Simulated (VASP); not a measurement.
# F2 in VASP: single point with LDA

Aim: the single point of F2 with LDA.

Program: VASP 6.6.1. These are calculated values, not measurements. Logs are shortened: lines on timing, memory, paths and dates and some standing lists are left out, and cuts for length are marked.

## 1. The cell of the first run

The cell holds a molecule in a box, 2 atoms: a = 9.000 Å, b = 9.500 Å, c = 10.000 Å, α = 90.00°, β = 90.00°, γ = 90.00°.

## 2. Single point, LDA

Input file INCAR:

```
SYSTEM = F
ALGO = Normal
EDIFF = 1E-6
ENCUT = 1010
GGA = CA
GGA_COMPAT = .False.
ISIF = 2
ISMEAR = -1
LASPH = .True.
LCHARG = .False.
LREAL = .False.
LWAVE = .False.
NBANDS = 14
NELM = 120
NELMDL = -8
PREC = Accurate
SIGMA = 0.05
```

Input file KPOINTS:

```
k-points
0
Gamma
  1 1 1
  0 0 0
```

Input file POSCAR:

```
F
1.0
    9.0000000000      0.0000000000      0.0000000000
    0.0000000000      9.5000000000      0.0000000000
    0.0000000000      0.0000000000     10.0000000000
F
2
Direct
    0.5000000000      0.5000000000      0.4307667125
    0.5000000000      0.5000000000      0.5692332875
```

Potentials or basis: VASP PAW LDA potentials, release 64 (F_h).

Command:

```console
cat potpaw_LDA.64/F_h/POTCAR > POTCAR
mpirun -np 1 vasp_gam > vasp.out
```

OUTCAR:

```text
SYSTEM = F
   EDIFF = 1E-6
   ENCUT = 1010
   GGA = CA
   ISIF = 2
   ISMEAR = -1
   LASPH = .True.
   LREAL = .False.
   NELM = 120
   NELMDL = -8
   PREC = Accurate

 ion  position               nearest neighbor table
   1  0.500  0.500  0.431-   2 1.38
   2  0.500  0.500  0.569-   1 1.38

  LATTYP: Found a simple orthorhombic cell.
 ALAT       =     9.0000000000
 B/A-ratio  =     1.0555555556
 C/A-ratio  =     1.1111111111

  Lattice vectors:

 A1 = (   9.0000000000,   0.0000000000,   0.0000000000)
 A2 = (   0.0000000000,   9.5000000000,   0.0000000000)
 A3 = (   0.0000000000,   0.0000000000,  10.0000000000)

Analysis of symmetry for initial positions (statically):
=====================================================================
 Subroutine PRICEL returns:
 Original cell was already a primitive cell.

 Routine SETGRP: Setting up the symmetry group for a
 simple orthorhombic supercell.

 Subroutine GETGRP returns: Found  8 space group operations
 (whereof  8 operations were pure point group operations)
 out of a pool of  8 trial point group operations.

The static configuration has the point symmetry D_2h.

Analysis of symmetry for dynamics (positions and initial velocities):
=====================================================================
 Subroutine PRICEL returns:
 Original cell was already a primitive cell.

 Routine SETGRP: Setting up the symmetry group for a
 simple orthorhombic supercell.

 Subroutine GETGRP returns: Found  8 space group operations
 (whereof  8 operations were pure point group operations)
 out of a pool of  8 trial point group operations.

The dynamic configuration has the point symmetry D_2h.

 Subroutine INISYM returns: Found  8 space group operations
 (whereof  8 operations are pure point group operations),
 and found     1 'primitive' translations

----------------------------------------------------------------------------------------

                                     Primitive cell

  volume of cell :     855.0000

  direct lattice vectors                    reciprocal lattice vectors
     9.000000000  0.000000000  0.000000000     0.111111111  0.000000000  0.000000000
     0.000000000  9.500000000  0.000000000     0.000000000  0.105263158  0.000000000
     0.000000000  0.000000000 10.000000000     0.000000000  0.000000000  0.100000000

  length of vectors
     9.000000000  9.500000000 10.000000000     0.111111111  0.105263158  0.100000000

  position of ions in fractional coordinates (direct lattice)
     0.500000000  0.500000000  0.430766713
     0.500000000  0.500000000  0.569233287

  ion indices of the primitive-cell ions
   primitive index   ion index
                 1           1
                 2           2

----------------------------------------------------------------------------------------

 KPOINTS: k-points

Automatic generation of k-mesh.
 Grid dimensions read from file:
 generate k-points for:    1    1    1

 Generating k-lattice:

  Cartesian coordinates                     Fractional coordinates (reciprocal lattice)
     0.111111111  0.000000000  0.000000000     1.000000000  0.000000000  0.000000000
     0.000000000  0.105263158  0.000000000     0.000000000  1.000000000  0.000000000
     0.000000000  0.000000000  0.100000000     0.000000000  0.000000000  1.000000000

  Length of vectors
     0.111111111  0.105263158  0.100000000

  Shift w.r.t. Gamma in fractional coordinates (k-lattice)
     0.000000000  0.000000000  0.000000000

 Subroutine IBZKPT returns following result:
 ===========================================

 Found      1 irreducible k-points:

 Following reciprocal coordinates:
            Coordinates               Weight
  0.000000  0.000000  0.000000      1.000000
   k-points           NKPTS =      1   k-points in BZ     NKDIM =      1   number of bands    NBANDS=     14
   number of dos      NEDOS =    301   number of ions     NIONS =      2
   total plane-waves  NPLWV = ******
   dimension x,y,z NGX =    96 NGY =   98 NGZ =  108
   dimension x,y,z NGXF=   192 NGYF=  196 NGZF=  216
   ions per type =               2
   NGX,Y,Z   is equivalent  to a cutoff of  17.73, 17.15, 17.95 a.u.
   NGXF,Y,Z  is equivalent  to a cutoff of  35.47, 34.30, 35.91 a.u.
 SYSTEM =  F
   PREC   = accura    normal or accurate (medium, high low for compatibility)
   ISTART =      0    job   : 0-new  1-cont  2-samecut
   ICHARG =      2    charge: 1-file 2-atom 10-const
   ISPIN  =      1    spin polarized calculation?
   LNONCOLLINEAR =      F non collinear calculations
   LSORBIT =      F    spin-orbit coupling
   LASPH  =      T    aspherical Exc in radial PAW
   ENCUT  = 1010.0 eV  74.23 Ry    8.62 a.u.  23.32 24.62 25.91*2*pi/ulx,y,z
   NELM   =    120;   NELMIN=  2; NELMDL= -8     # of ELM steps
   EDIFF  = 0.1E-05   stopping-criterion for ELM
   LREAL  =      F    real-space projection
   EDIFFG = 0.1E-04   stopping-criterion for IOM
   NSW    =      0    number of steps for IOM
   IBRION =     -1    ionic relax: 0-MD 1-quasi-New 2-CG
   NFREE  =      0    steps in history (QN), initial steepest desc. (CG)
   ISIF   =      2    stress and relaxation
   ISYM   =      2    0-nonsym 1-usesym 2-fastsym
   POTIM  = 0.5000    time-step for ionic-motion
   TEBEG  =    0.0;   TEEND  =   0.0 temperature during run
   PSTRESS=    0.0 pullay stress
   NELECT =      14.0000    total number of electrons
   NUPDOWN=      -1.0000    fix difference up-down
   EMIN   =  10.00;   EMAX   =-10.00  energy-range for DOS
   EFERMI =   0.00;   METHOD = LEGACY
   ISMEAR =    -1;   SIGMA  =   0.05  broadening in eV -4-tet -1-fermi 0-gaus
   EFERMI_NEDOS =   21; number of points for ismear=-14 and -15
   IALGO  =     38    algorithm
   IMIX   =      4    mixing-type and parameters
     AMIX     =   0.40;   BMIX     =  1.00
     AMIX_MAG =   1.60;   BMIX_MAG =  1.00
  volume/ion in A,a.u.               =     427.50      2884.91
  Fermi-wavevector in a.u.,A,eV,Ry     =   0.415715  0.785587  2.351342  0.172819
  Thomas-Fermi vector in A             =   1.374838
   LORBIT       =      0    0 simple, 1 ext, 2 COOP (PROOUT), +10 PAW based schemes
   GGA     = CA    functional components
   LHFCALC =     F    Hartree Fock is set to
   AEXX    =    0.0000 exact exchange contribution
   IVDW    =     0    specifies the selected vdW correction
   LEPSILON=     F    determine dielectric tensor
   LRPA    =     F    only Hartree local field effects (RPA)
 non-spin polarized calculation
  energy-cutoff  :     1010.00
  volume of cell :      855.00
 maximum number of plane-waves:     31153
 NGX is ok and might be reduce to    96
   NGX = 47   NGY = 49   NGZ = 51

 number of electron      13.9999997 magnetization

 Free energy of the ion-electron system (eV)
  ---------------------------------------------------
  ext. energy  EPLUGINS =         0.00000000
  ---------------------------------------------------
  free energy    TOTEN  =        -4.20133509 eV

  energy without entropy =       -4.20133509  energy(sigma->0) =       -4.20133509

 E-fermi :  -8.0133     XC(G=0):  -0.5975

 val. band max:       -9.3326805874   @ k =   0.0000   0.0000   0.0000
 cond. band min:      -5.5543408353   @ k =   0.0000   0.0000   0.0000
 fundamental gap:      3.7783397521
 Fermi energy:        -8.0132783265

 k-point     1 :       0.0000    0.0000    0.0000
  band No.  band energies     occupation
      1     -34.1504      2.00000
      2     -27.1199      2.00000
      3     -15.6839      2.00000
      4     -13.0486      2.00000
      5     -13.0486      2.00000
      6      -9.3327      2.00000
      7      -9.3327      2.00000
      8      -5.5543      0.00000
      9      -0.2331      0.00000
     10       1.2646      0.00000
     11       1.2781      0.00000
     12       1.4340      0.00000
     13       1.5905      0.00000
     14       1.6045      0.00000

------------------------ aborting loop because EDIFF is reached ----------------------------------------

  FORCE on cell =-STRESS in cart. coord.  units (eV):
  Direction    XX          YY          ZZ          XY          YZ          ZX
  --------------------------------------------------------------------------------------
  -------------------------------------------------------------------------------------
  Total       -0.0315954     -0.0291855      0.1114040      0.0000000      0.0000000      0.0000000
  in kB       -0.0592064     -0.0546905      0.2087590      0.0000000      0.0000000      0.0000000
  external PRESSURE =       0.0316207 kB  Pullay stress =       0.0000000 kB

 VOLUME and BASIS-vectors are now :
 -----------------------------------------------------------------------------
  energy-cutoff  :     1010.00
  volume of cell :      855.00
      direct lattice vectors                 reciprocal lattice vectors
     9.000000000  0.000000000  0.000000000     0.111111111  0.000000000  0.000000000
     0.000000000  9.500000000  0.000000000     0.000000000  0.105263158  0.000000000
     0.000000000  0.000000000 10.000000000     0.000000000  0.000000000  0.100000000

 POSITION                                       TOTAL-FORCE (eV/Angst)
 -----------------------------------------------------------------------------------
      4.50000      4.75000      4.30767         0.000000     -0.000000     -0.101042
      4.50000      4.75000      5.69233         0.000000      0.000000      0.101042
 -----------------------------------------------------------------------------------
    total drift:                                0.000000     -0.000000      0.000000

  FREE ENERGIE OF THE ION-ELECTRON SYSTEM (eV)
  ---------------------------------------------------
  free  energy   TOTEN  =        -4.2013350866 eV

  energy  without entropy=       -4.2013350866  energy(sigma->0) =       -4.20133509
```

It took 48 s on 1 thread of Intel Xeon 6975P-C (Granite Rapids), shared host; peak memory 0.96 GiB.

What came out:

- Free energy: -4.2013 eV
- Largest force: 0.101 eV/Å
- Gap between the frontier levels: 3.78 eV

Forces in eV/Å, atoms in the order of the input:
```
F    0.000  0.000 -0.101
F    0.000  0.000  0.101
```
